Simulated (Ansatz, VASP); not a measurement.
# WC: VASP beside Ansatz

INCAR

```
ALGO = Fast ; EDIFF = 1E-7
ENCUT = 520 ; GGA = PE
ISIF = 2 ; ISMEAR = 0
LASPH = True ; LCHARG = False
LREAL = False ; LWAVE = False
NBANDS = 16 ; NELM = 60
PREC = Accurate ; SIGMA = 0.15
```

Contents of KPOINTS:

```
k-points
0
Gamma
  24 24 22
```

Contents of POSCAR:

```
WC
1.0
    2.9509893675      0.0000000000      0.0000000000
   -1.4754946837      2.5303284738      0.0000000000
    0.0000000000      0.0000000000      2.8470758829
W C
1 1
Direct
    0.0000000000      0.0000000000      0.0000000000
    0.6666666667      0.3333333333      0.5000000000
```

Input for Ansatz:

```yaml
crystal:
  lattice:
    - [2.9509893675, 0.0, 0.0]
    - [-1.4754946837, 2.5303284738, 0.0]
    - [0.0, 0.0, 2.8470758829]
  atoms:
    - { symbol: W, position: [0.0, 0.0, 0.0] }
    - { symbol: C, position: [0.6666666667, 0.3333333333, 0.5] }
basis:
  ecutwfc: 420
kpoints:
  mp_grid: { grid: [24, 24, 22] }
hamiltonian:
  xc: pbe
scf:
  occupations: { method: gaussian, width: 0.15 }
output:
  forces: true
  stress: true
  eigenvalues: true
```

Change from the starting cell: strain +0.0100 x Voigt [1, 0, 0, 0, 0, 0], atoms carried along.

Alike in both runs: task single point; functional PBE; k mesh 24 × 24 × 22; occupations gaussian, width 0.15 eV; no spin polarisation.

|  | VASP | Ansatz |
| --- | --- | --- |
| version | VASP 6.6.1 | Ansatz 0.2.0 |
| potentials or method | VASP PAW PBE potentials, release 64 (W_sv, C), cutoff 520 eV | scalar-relativistic, plane waves, PAW |
| valence electrons in the cell | 18 | 18 |

```tsv
	VASP	Ansatz	Ansatz less VASP
gap on the k mesh at the Fermi level (eV)	none	none	-
pressure (GPa)	-2.5	-3.5	-1.03
traceless stress, the component that is largest in VASP (GPa)	-3.34	-3.23	+0.110
rms of the force components (eV/Å)	0.027	0.027	-0.0006
```

Atom by atom the forces differ by 0.001 eV/Å (rms over components). A gap of «none» marks a metal or a gap that the smearing closes.

Neither program's run includes spin-orbit coupling.
